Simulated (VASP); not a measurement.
Runs of VASP 6.6.1 on ZrAl5N6. The structure is that of space group P-3m1 (No. 164), or close to it. The cells are those of the table. 

```csv
task,spin,cell,k mesh,cutoff (eV),gap on the mesh (eV),pressure (GPa),largest force (eV/Å)
single point,off,"a = 2.937, b = 2.937, c = 14.621 Å, angles 90.0, 90.0, 120.0°, 12 atoms",12 × 12 × 4,520,none,-0.1,0.03
relaxation of cell and atoms,off,"relaxed from a = 2.937, b = 2.937, c = 14.621 Å, angles 90.0, 90.0, 120.0°, 12 atoms",6 × 6 × 2,600,none,-0.3,0.03
single point,off,"a = 2.937, b = 2.937, c = 14.621 Å, angles 90.0, 90.0, 120.0°, 12 atoms",6 × 6 × 2,520,none,-0.1,0.03
single point,off,"a = 2.937, b = 2.937, c = 14.621 Å, angles 90.0, 90.0, 120.0°, 12 atoms",6 × 6 × 1,520,none,-0.1,0.02
relaxation of cell and atoms,off,"relaxed from a = 3.330, b = 3.330, c = 16.316 Å, angles 90.0, 90.0, 120.0°, 12 atoms",6 × 6 × 1,600,none,-0.2,0.02
single point,"collinear, ferromagnetic start","a = 2.937, b = 2.937, c = 14.621 Å, angles 90.0, 90.0, 120.0°, 12 atoms",6 × 6 × 2,520,none,-0.1,0.03
single point,off,"a = 3.330, b = 3.330, c = 16.316 Å, angles 90.0, 90.0, 120.0°, 12 atoms",6 × 6 × 1,520,none,(a),1.10
```

Alike in all rows: level PBE; potentials or basis VASP PAW PBE potentials, release 64 (Zr_sv, Al, N); smearing gaussian 0.1 eV.

**Question.** Estimate the missing entries.

**Answer.** (a) -38.1.

Caveats: some runs use coarse meshes; the relaxation stopped at its first step, so nothing moved (some runs); forces of over 1 eV/Å act on the atoms, so gaps and moduli don't describe the material at rest (some runs).

A k mesh can miss the band edges, and the runs leave out spin-orbit coupling on Zr.

A gap of «none» marks levels without a gap at the run's occupations.
